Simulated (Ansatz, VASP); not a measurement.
TiB2: VASP beside Ansatz

```
CELL_PARAMETERS angstrom
3.03266 0.00000 0.00000
-1.51633 2.62636 0.00000
0.00000 0.00000 3.22398
ATOMIC_POSITIONS crystal
Ti 0.00000 0.00000 0.00000
B 0.33333 0.66667 0.50000
B 0.66667 0.33333 0.50000
```

Alike in both runs: functional PBE; k mesh 15 × 15 × 12; occupations fermi-dirac, width 0.15 eV; no spin polarisation.

Ansatz relaxed the structure, and its values are those at the end. VASP's run is a single point on that final structure, the one shown.

|  | VASP | Ansatz |
| --- | --- | --- |
| version | VASP 6.6.1 | Ansatz 0.2.0 |
| potentials or method | VASP PAW PBE potentials, release 64 (Ti_sv, B), cutoff 500 eV | scalar-relativistic, plane waves, PAW |
| valence electrons in the cell | 18 | 18 |

|  | VASP | Ansatz | Ansatz less VASP |
| --- | --- | --- | --- |
| gap on the k mesh at the Fermi level (eV) | none | none | - |
| pressure (GPa) | 0.2 | 0.0 | -0.25 |

A gap of «none» marks a metal or a gap that the smearing closes. With one functional, cell and mesh, what is left measures potentials, basis and numerics.
